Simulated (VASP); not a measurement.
Wanted: the native input for a VASP 6.6.1 run.

- Task: single point
- Functional: PBEsol
- Potentials or basis: VASP PAW PBE potentials, release 64 (S, Mg)
- Cutoff: 520 eV
- k mesh: 8 × 8 × 4
- Occupations: fermi-dirac, width 0.05 eV
- Spin: no spin polarisation
- Dipole correction: no
- Further INCAR settings: ALGO = Normal; EDIFF = 1e-07; NBANDS = 16

The structure of MgS lies in POSCAR:

```
MgS
1.0
    3.9184709577      0.0000000000      0.0000000000
   -1.9592354789      3.3934953934      0.0000000000
    0.0000000000      0.0000000000      4.7828690596
S Mg
2 2
Direct
    0.6666666667      0.3333333333      0.9374999848
    0.3333333333      0.6666666667      0.4374999848
    0.3333333333      0.6666666667      0.9374990152
    0.6666666667      0.3333333333      0.4374990152
```

The input as run:

INCAR

```
PREC     = Accurate       # precision mode
ENCUT    = 520            # plane-wave cutoff, eV
EDIFF    = 1E-7           # SCF threshold, eV
ISMEAR   = -1             # smearing method
SIGMA    = 0.05           # smearing width, eV
LREAL    = False          # projectors in reciprocal space
LASPH    = True           # aspherical terms in the spheres
NELM     = 80             # most SCF steps
ALGO     = Normal         # electronic algorithm
ISIF     = 2              # what is computed and relaxed
LWAVE    = False          # write WAVECAR
LCHARG   = False          # write CHGCAR
GGA      = PS             # functional
NBANDS   = 16             # bands
```

KPOINTS

```
regular mesh
0
Gamma
  8 8 4
```

Potentials or basis: VASP PAW PBE potentials, release 64 (S, Mg).

The run is started by

```sh
$ cat potpaw_PBE.64/S/POTCAR potpaw_PBE.64/Mg/POTCAR > POTCAR
$ mpirun -np 1 vasp_std > vasp.out
```

Results of the run:

- Pressure: 30.2 GPa
- Band gap on the k mesh: 2.94 eV (least direct gap 3.40 eV)

Caveat: the cell stands under pressure; the PAW data sets were made with another functional, which shifts forces and pressure a little.

Wall time 14 s on 1 thread of Intel(R) Xeon(R) 6975P-C (Granite Rapids) (shared host), peak memory 0.18 GiB.
